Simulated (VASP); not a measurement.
Set up this calculation in VASP 6.6.1, as the native input.

```
Task                   : single point
Functional             : PBE
Potentials or basis    : VASP PAW PBE potentials, release 64 (Be)
Cutoff                 : 520 eV
k mesh                 : 24 × 24 × 14
Occupations            : gaussian, width 0.15 eV
Spin                   : no spin polarisation
Dipole correction      : no
Further INCAR settings : ALGO = Fast; EDIFF = 1e-07; NBANDS = 9
```

The structure of Be lies in POSCAR:

```
Be
1.0
    2.2420144353      0.0000000000      0.0000000000
   -1.1210072177      1.9416414566      0.0000000000
    0.0000000000      0.0000000000      3.5108775000
Be
2
Direct
    0.3333333333      0.6666666667      0.2500000000
    0.6666666667      0.3333333333      0.7500000000
```

This cell differs from its parent crystal: strain -0.025 along x and y, -0.025 along z.

The input as run:

INCAR

```
ALGO = Fast
EDIFF = 1E-7
ENCUT = 520
GGA = PE
ISIF = 2
ISMEAR = 0
LASPH = True
LCHARG = False
LREAL = False
LWAVE = False
NBANDS = 9
NELM = 60
PREC = Accurate
SIGMA = 0.15
```

KPOINTS

```
k-points
0
Gamma
  24 24 14
```

Potentials or basis: VASP PAW PBE potentials, release 64 (Be).

Run with:

```console
$ cat potpaw_PBE.64/Be/POTCAR > POTCAR
$ mpirun -np 1 vasp_std > vasp.out
```

It gave:

```yaml
Pressure: 4.7 GPa
Band_gap_on_the_k_mesh: zero (band 2 reaches 8.30 eV, above the bottom of band 3 at 6.17 eV)
```

Caveat: the cell differs from its parent crystal (strain -0.025 along x and y, -0.025 along z).

Run time: 25 s on 1 thread of Intel(R) Xeon(R) 6975P-C (Granite Rapids) (shared host), peak memory 0.16 GiB.
